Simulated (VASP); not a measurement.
# SiMo3 (P6_3/mmc) in VASP: a series of runs

Runs on SiMo3. Level: PBE. Tasks: single point.

Program: VASP 6.6.1. These are calculated values, not measurements. Logs are shortened: lines on timing, memory, paths and dates and some standing lists are left out, and cuts for length are marked.

### 1 The cell of the first run

The structure is hexagonal, space group P6_3/mmc (No. 194). The conventional cell has a = 5.535 Å, b = 5.535 Å, c = 4.443 Å, α = 90.00°, β = 90.00°, γ = 120.00°. Si (site symmetry -6m2) has 12 Mo at 2.73 to 2.77 Å within 3.6 Å. Mo (site symmetry mm2) has 4 Si at 2.73 to 2.77 Å and 8 Mo at 2.74 to 2.77 Å within 3.6 Å.

### 2 Single point, PBE

INCAR

```
PREC = Accurate ; ENCUT = 520
EDIFF = 1E-6 ; ISMEAR = 0
SIGMA = 0.1 ; LREAL = F
LASPH = T ; NELM = 60
ALGO = Fast ; ISIF = 2
LWAVE = F ; LCHARG = F
GGA = PE ; NBANDS = 56
```

KPOINTS

```
Automatic mesh
0
Gamma
  6 6 4
```

POSCAR

```
SiMo3
1.0
    5.5348535293      0.0000000000      0.0000000000
   -2.7674267646      4.7933237626      0.0000000000
    0.0000000000      0.0000000000      4.4425739426
Si Mo
2 6
Direct
    0.3333333333      0.6666666667      0.2500000000
    0.6666666667      0.3333333333      0.7500000000
    0.8330000000      0.6660000000      0.2500000000
    0.1670000000      0.8330000000      0.7500000000
    0.3340000000      0.1670000000      0.2500000000
    0.1670000000      0.3340000000      0.7500000000
    0.8330000000      0.1670000000      0.2500000000
    0.6660000000      0.8330000000      0.7500000000
```

Potentials or basis: VASP PAW PBE potentials, release 64 (Si, Mo_sv).

Command:

```bash
cat potpaw_PBE.64/Si/POTCAR potpaw_PBE.64/Mo_sv/POTCAR > POTCAR
mpirun -np 1 vasp_std > vasp.out
```

OUTCAR:

```text
PREC = Accurate
   ENCUT = 520
   EDIFF = 1E-6
   ISMEAR = 0
   LREAL = F
   LASPH = T
   NELM = 60
   ISIF = 2
   GGA = PE

 ion  position               nearest neighbor table
   1  0.333  0.667  0.250-   4 2.73   4 2.73   6 2.73   6 2.73   8 2.73   8 2.73   5 2.77   3 2.77
                             7 2.77   7 2.77   5 2.77   3 2.77
   2  0.667  0.333  0.750-   7 2.73   7 2.73   3 2.73   3 2.73   5 2.73   5 2.73   8 2.77   6 2.77
                             4 2.77   4 2.77   8 2.77   6 2.77
   3  0.833  0.666  0.250-   2 2.73   2 2.73   8 2.74   8 2.74   4 2.74   4 2.74   7 2.76   5 2.76
                             1 2.77   1 2.77   7 2.77   5 2.77
   4  0.167  0.833  0.750-   1 2.73   1 2.73   5 2.74   5 2.74   3 2.74   3 2.74   6 2.76   8 2.76
                             2 2.77   2 2.77   6 2.77   8 2.77
   5  0.334  0.167  0.250-   2 2.73   2 2.73   6 2.74   6 2.74   4 2.74   4 2.74   7 2.76   3 2.76
                             1 2.77   1 2.77   7 2.77   3 2.77
   6  0.167  0.334  0.750-   1 2.73   1 2.73   5 2.74   5 2.74   7 2.74   7 2.74   4 2.76   8 2.76
                             2 2.77   2 2.77   4 2.77   8 2.77
   7  0.833  0.167  0.250-   2 2.73   2 2.73   8 2.74   8 2.74   6 2.74   6 2.74   3 2.76   5 2.76
                             1 2.77   1 2.77   3 2.77   5 2.77
   8  0.666  0.833  0.750-   1 2.73   1 2.73   3 2.74   3 2.74   7 2.74   7 2.74   4 2.76   6 2.76
                             2 2.77   2 2.77   4 2.77   6 2.77

  LATTYP: Found a hexagonal cell.
 ALAT       =     5.5348535293
 C/A-ratio  =     0.8026542923

  Lattice vectors:

 A1 = (   5.5348535293,   0.0000000000,   0.0000000000)
 A2 = (  -2.7674267646,   4.7933237626,   0.0000000000)
 A3 = (   0.0000000000,   0.0000000000,   4.4425739426)

Analysis of symmetry for initial positions (statically):
=====================================================================
 Subroutine PRICEL returns:
 Original cell was already a primitive cell.

 Routine SETGRP: Setting up the symmetry group for a
 hexagonal supercell.

 Subroutine GETGRP returns: Found 24 space group operations
 (whereof 12 operations were pure point group operations)
 out of a pool of 24 trial point group operations.

The static configuration has the point symmetry D_3d.
 The point group associated with its full space group is D_6h.

Analysis of symmetry for dynamics (positions and initial velocities):
=====================================================================
 Subroutine PRICEL returns:
 Original cell was already a primitive cell.

 Routine SETGRP: Setting up the symmetry group for a
 hexagonal supercell.

 Subroutine GETGRP returns: Found 24 space group operations
 (whereof 12 operations were pure point group operations)
 out of a pool of 24 trial point group operations.

The dynamic configuration has the point symmetry D_3d.
 The point group associated with its full space group is D_6h.

 Subroutine INISYM returns: Found 24 space group operations
 (whereof 12 operations are pure point group operations),
 and found     1 'primitive' translations

----------------------------------------------------------------------------------------

                                     Primitive cell

  volume of cell :     117.8630

  direct lattice vectors                    reciprocal lattice vectors
     5.534853529  0.000000000  0.000000000     0.180673254  0.104311752  0.000000000
    -2.767426765  4.793323763  0.000000000     0.000000000  0.208623504  0.000000000
     0.000000000  0.000000000  4.442573943     0.000000000  0.000000000  0.225094734

  length of vectors
     5.534853529  5.534853529  4.442573943     0.208623504  0.208623504  0.225094734

  position of ions in fractional coordinates (direct lattice)
     0.333333333  0.666666667  0.250000000
     0.666666667  0.333333333  0.750000000
     0.833000000  0.666000000  0.250000000
     0.167000000  0.833000000  0.750000000
     0.334000000  0.167000000  0.250000000
     0.167000000  0.334000000  0.750000000
     0.833000000  0.167000000  0.250000000
     0.666000000  0.833000000  0.750000000

  ion indices of the primitive-cell ions
   primitive index   ion index
                 1           1
                 2           2
                 3           3
                 4           4
                 5           5
                 6           6
                 7           7
                 8           8

----------------------------------------------------------------------------------------

 KPOINTS: Automatic mesh

Automatic generation of k-mesh.
 Grid dimensions read from file:
 generate k-points for:    6    6    4

 Generating k-lattice:

  Cartesian coordinates                     Fractional coordinates (reciprocal lattice)
     0.030112209  0.017385292  0.000000000     0.166666667  0.000000000  0.000000000
     0.000000000  0.034770584  0.000000000     0.000000000  0.166666667  0.000000000
     0.000000000  0.000000000  0.056273684     0.000000000  0.000000000  0.250000000

  Length of vectors
     0.034770584  0.034770584  0.056273684

  Shift w.r.t. Gamma in fractional coordinates (k-lattice)
     0.000000000  0.000000000  0.000000000

 Subroutine IBZKPT returns following result:
 ===========================================

 Found     21 irreducible k-points:

 Following reciprocal coordinates:
            Coordinates               Weight
  0.000000  0.000000  0.000000      1.000000
  0.166667  0.000000  0.000000      6.000000
  0.333333  0.000000  0.000000      6.000000
  0.500000  0.000000  0.000000      3.000000
  0.166667  0.166667  0.000000      6.000000
  0.333333  0.166667  0.000000     12.000000
[... 13 lines left out ...]
  0.333333  0.166667  0.500000     12.000000
  0.333333  0.333333  0.500000      2.000000
   k-points           NKPTS =     21   k-points in BZ     NKDIM =     21   number of bands    NBANDS=     56
   number of dos      NEDOS =    301   number of ions     NIONS =      8
   total plane-waves  NPLWV =  63504
   dimension x,y,z NGX =    42 NGY =   42 NGZ =   36
   dimension x,y,z NGXF=    84 NGYF=   84 NGZF=   72
   ions per type =               2   6
   NGX,Y,Z   is equivalent  to a cutoff of  12.62, 12.62, 13.47 a.u.
   NGXF,Y,Z  is equivalent  to a cutoff of  25.23, 25.23, 26.94 a.u.
 SYSTEM =  unknown system
   PREC   = accura    normal or accurate (medium, high low for compatibility)
   ISTART =      0    job   : 0-new  1-cont  2-samecut
   ICHARG =      2    charge: 1-file 2-atom 10-const
   ISPIN  =      1    spin polarized calculation?
   LNONCOLLINEAR =      F non collinear calculations
   LSORBIT =      F    spin-orbit coupling
   LASPH  =      T    aspherical Exc in radial PAW
   ENCUT  =  520.0 eV  38.22 Ry    6.18 a.u.  10.29 10.29  8.26*2*pi/ulx,y,z
   NELM   =     60;   NELMIN=  2; NELMDL= -5     # of ELM steps
   EDIFF  = 0.1E-05   stopping-criterion for ELM
   LREAL  =      F    real-space projection
   EDIFFG = 0.1E-04   stopping-criterion for IOM
   NSW    =      0    number of steps for IOM
   IBRION =     -1    ionic relax: 0-MD 1-quasi-New 2-CG
   NFREE  =      0    steps in history (QN), initial steepest desc. (CG)
   ISIF   =      2    stress and relaxation
   ISYM   =      2    0-nonsym 1-usesym 2-fastsym
   POTIM  = 0.5000    time-step for ionic-motion
   TEBEG  =    0.0;   TEEND  =   0.0 temperature during run
   PSTRESS=    0.0 pullay stress
   NELECT =      92.0000    total number of electrons
   NUPDOWN=      -1.0000    fix difference up-down
   EMIN   =  10.00;   EMAX   =-10.00  energy-range for DOS
   EFERMI =   0.00;   METHOD = LEGACY
   ISMEAR =     0;   SIGMA  =   0.10  broadening in eV -4-tet -1-fermi 0-gaus
   EFERMI_NEDOS =   21; number of points for ismear=-14 and -15
   IALGO  =     68    algorithm
   IMIX   =      4    mixing-type and parameters
     AMIX     =   0.40;   BMIX     =  1.00
     AMIX_MAG =   1.60;   BMIX_MAG =  1.00
  volume/ion in A,a.u.               =      14.73        99.42
  Fermi-wavevector in a.u.,A,eV,Ry     =   1.507341  2.848462 30.913493  2.272078
  Thomas-Fermi vector in A             =   2.617940
   LORBIT       =      0    0 simple, 1 ext, 2 COOP (PROOUT), +10 PAW based schemes
   GGA     = PE    functional components
   LHFCALC =     F    Hartree Fock is set to
   AEXX    =    0.0000 exact exchange contribution
   IVDW    =     0    specifies the selected vdW correction
   LEPSILON=     F    determine dielectric tensor
   LRPA    =     F    only Hartree local field effects (RPA)
 non-spin polarized calculation
 RMM-DIIS sequential band-by-band and
 Gauss-broadening in eV      SIGMA  =   0.10
  energy-cutoff  :      520.00
  volume of cell :      117.86
 maximum number of plane-waves:      3196
 NGX is ok and might be reduce to    42
   NGX = 21   NGY = 21   NGZ = 17

 number of electron      91.9999989 magnetization

 Free energy of the ion-electron system (eV)
  ---------------------------------------------------
  ext. energy  EPLUGINS =         0.00000000
  ---------------------------------------------------
  free energy    TOTEN  =       -76.80627477 eV

  energy without entropy =      -76.78432321  energy(sigma->0) =      -76.79529899

 E-fermi :  12.5149     XC(G=0): -13.0664

 val. band max:       12.5039404053   @ k =   0.3333   0.3333   0.0000
 cond. band min:      12.5333443755   @ k =   0.5000   0.0000   0.0000
 fundamental gap:      0.0294039701
 Fermi energy:        12.5148688519

 k-point     1 :       0.0000    0.0000    0.0000
  band No.  band energies     occupation
      1     -48.4624      2.00000
      2     -48.2588      2.00000
      3     -48.2588      2.00000
      4     -48.2404      2.00000
      5     -48.1513      2.00000
      6     -48.1513      2.00000
[... 48 lines left out ...]
     55      14.6695      0.00000
     56      15.7770      0.00000

 k-point     2 :       0.1667    0.0000    0.0000
  band No.  band energies     occupation
      1     -48.4513      2.00000
      2     -48.2716      2.00000
      3     -48.2591      2.00000
      4     -48.2362      2.00000
      5     -48.1543      2.00000
      6     -48.1510      2.00000
[... 48 lines left out ...]
     55      14.9410      0.00000
     56      16.0340      0.00000

 k-point     3 :       0.3333    0.0000    0.0000
  band No.  band energies     occupation
      1     -48.4221      2.00000
      2     -48.3055      2.00000
      3     -48.2598      2.00000
      4     -48.2234      2.00000
      5     -48.1634      2.00000
      6     -48.1504      2.00000
[... 995 lines left out ...]
 k-point    20 :       0.3333    0.1667    0.5000
  band No.  band energies     occupation
      1     -48.3038      2.00000
      2     -48.3038      2.00000
      3     -48.2546      2.00000
      4     -48.2546      2.00000
      5     -48.2052      2.00000
      6     -48.2052      2.00000
[... 48 lines left out ...]
     55      14.8957      0.00000
     56      14.8998      0.00000

 k-point    21 :       0.3333    0.3333    0.5000
  band No.  band energies     occupation
      1     -48.2814      2.00000
      2     -48.2814      2.00000
      3     -48.2771      2.00000
      4     -48.2771      2.00000
      5     -48.2052      2.00000
      6     -48.2052      2.00000
[... 48 lines left out ...]
     55      14.9316      0.00000
     56      14.9551      0.00000

------------------------ aborting loop because EDIFF is reached ----------------------------------------

  FORCE on cell =-STRESS in cart. coord.  units (eV):
  Direction    XX          YY          ZZ          XY          YZ          ZX
  --------------------------------------------------------------------------------------
  -------------------------------------------------------------------------------------
  Total       -0.3339918     -0.3339918     11.6904667     -0.0000000      0.0000000      0.0000000
  in kB       -4.5401353     -4.5401353    158.9149922     -0.0000000      0.0000000      0.0000000
  external PRESSURE =      49.9449072 kB  Pullay stress =       0.0000000 kB

 VOLUME and BASIS-vectors are now :
 -----------------------------------------------------------------------------
  energy-cutoff  :      520.00
  volume of cell :      117.86
      direct lattice vectors                 reciprocal lattice vectors
     5.534853529  0.000000000  0.000000000     0.180673254  0.104311752  0.000000000
    -2.767426765  4.793323763  0.000000000     0.000000000  0.208623504  0.000000000
     0.000000000  0.000000000  4.442573943     0.000000000  0.000000000  0.225094734

 POSITION                                       TOTAL-FORCE (eV/Angst)
 -----------------------------------------------------------------------------------
     -0.00000      3.19555      1.11064         0.000000      0.000000      0.000000
      2.76743      1.59777      3.33193        -0.000000      0.000000      0.000000
      2.76743      3.19235      1.11064         0.000000      0.190639      0.000000
     -1.38095      3.99284      3.33193        -0.165098      0.095319      0.000000
      1.38648      0.80049      1.11064        -0.165098     -0.095319     -0.000000
      0.00000      1.60097      3.33193        -0.000000     -0.190639     -0.000000
      4.14837      0.80049      1.11064         0.165098     -0.095319     -0.000000
      1.38095      3.99284      3.33193         0.165098      0.095319      0.000000
 -----------------------------------------------------------------------------------
    total drift:                               -0.000000      0.000000      0.000000

  FREE ENERGIE OF THE ION-ELECTRON SYSTEM (eV)
  ---------------------------------------------------
  free  energy   TOTEN  =       -76.8062747721 eV

  energy  without entropy=      -76.7843232064  energy(sigma->0) =      -76.79529899
```

Run time: 2 min. Hardware: 1 thread of AMD EPYC 9R45 (Zen 5), shared host; peak memory 0.26 GiB.

Results:

```yaml
Free_energy: -76.8063 eV
Pressure: 5.0 GPa
Largest_force: 0.191 eV/Å
Band_gap_on_the_k_mesh: zero (bands 46 and 47 overlap by 0.79 eV)
```

Forces on the atoms (eV/Å):
```
Si   0.000  0.000  0.000
Si   0.000  0.000  0.000
Mo   0.000  0.191  0.000
Mo  -0.165  0.095  0.000
Mo  -0.165 -0.095  0.000
Mo   0.000 -0.191  0.000
Mo   0.165 -0.095  0.000
Mo   0.165  0.095  0.000
```

Levels at points of the mesh, in eV from the Fermi level:
```csv
k point,band 42,band 43,band 44,band 45,band 46,band 47,band 48,band 49,band 50,band 51
"(0.00, 0.00, 0.00)",-1.05,-1.02,-1.02,-0.96,0.56,0.56,1.05,1.05,1.32,1.77
"(0.50, 0.00, 0.00)",-1.06,-0.98,-0.60,-0.14,-0.10,0.02,0.44,0.99,1.03,1.09
"(0.00, 0.00, 0.50)",-1.36,-1.36,-1.36,0.24,0.24,0.24,0.24,0.77,0.77,1.07
"(0.50, 0.00, 0.50)",-1.46,-1.21,-1.21,-0.18,-0.18,0.17,0.17,0.49,0.49,0.78
```

Caveat: the cell stands under pressure.

### 3 Single point, PBE

This run uses another cell than the first one, of 14.98 Å³/atom.

INCAR

```
PREC = Accurate
ENCUT = 520
EDIFF = 1E-6
ISMEAR = 0
SIGMA = 0.1
LREAL = F
LASPH = T
NELM = 100
ALGO = Fast
ISIF = 2
LWAVE = F
LCHARG = T
GGA = PE
LELF = T
LVHAR = T
NBANDS = 56
```

KPOINTS is that of step 2.

POSCAR

```
SiMo3
1.0
    5.4227231416      0.0000000000      0.0000000000
   -2.7113615708      4.6962159983      0.0000000000
    0.0000000000      0.0000000000      4.7047754357
Si Mo
2 6
Direct
    0.3333333333      0.6666666667      0.2500000000
    0.6666666667      0.3333333333      0.7500000000
    0.8330401135      0.6660802270      0.2500000000
    0.1669598865      0.8330401135      0.7500000000
    0.3339197730      0.1669598865      0.2500000000
    0.1669598865      0.3339197730      0.7500000000
    0.8330401135      0.1669598865      0.2500000000
    0.6660802270      0.8330401135      0.7500000000
```

Potentials or basis: VASP PAW PBE potentials, release 64 (Si, Mo_sv).

Command:

```bash
cat potpaw_PBE.64/Si/POTCAR potpaw_PBE.64/Mo_sv/POTCAR > POTCAR
mpirun -np 1 vasp_std > vasp.out
```

Run time: 1.7 min. Hardware: 1 thread of AMD EPYC 9R45 (Zen 5), shared host; peak memory 0.24 GiB.

It converged, with:

| Item | Value |
| --- | --- |
| Free energy | -77.1321 eV |
| Pressure | 0.4 GPa |
| Band gap on the k mesh | zero (bands 46 and 47 overlap by 1.13 eV) |

Levels at points of the mesh, in eV from the Fermi level:
| k point | band 42 | band 43 | band 44 | band 45 | band 46 | band 47 | band 48 | band 49 | band 50 | band 51 |
| --- | --- | --- | --- | --- | --- | --- | --- | --- | --- | --- |
| (0.00, 0.00, 0.00) | -1.30 | -0.97 | -0.97 | -0.74 | 0.86 | 0.86 | 1.18 | 1.18 | 1.50 | 1.83 |
| (0.50, 0.00, 0.00) | -1.01 | -0.85 | -0.51 | -0.24 | -0.24 | -0.16 | 0.20 | 0.95 | 1.23 | 1.35 |
| (0.00, 0.00, 0.50) | -1.23 | -1.23 | -1.23 | 0.65 | 0.65 | 0.65 | 0.65 | 1.15 | 1.15 | 1.31 |
| (0.50, 0.00, 0.50) | -1.31 | -1.12 | -1.12 | -0.26 | -0.26 | 0.33 | 0.33 | 0.78 | 0.78 | 0.94 |
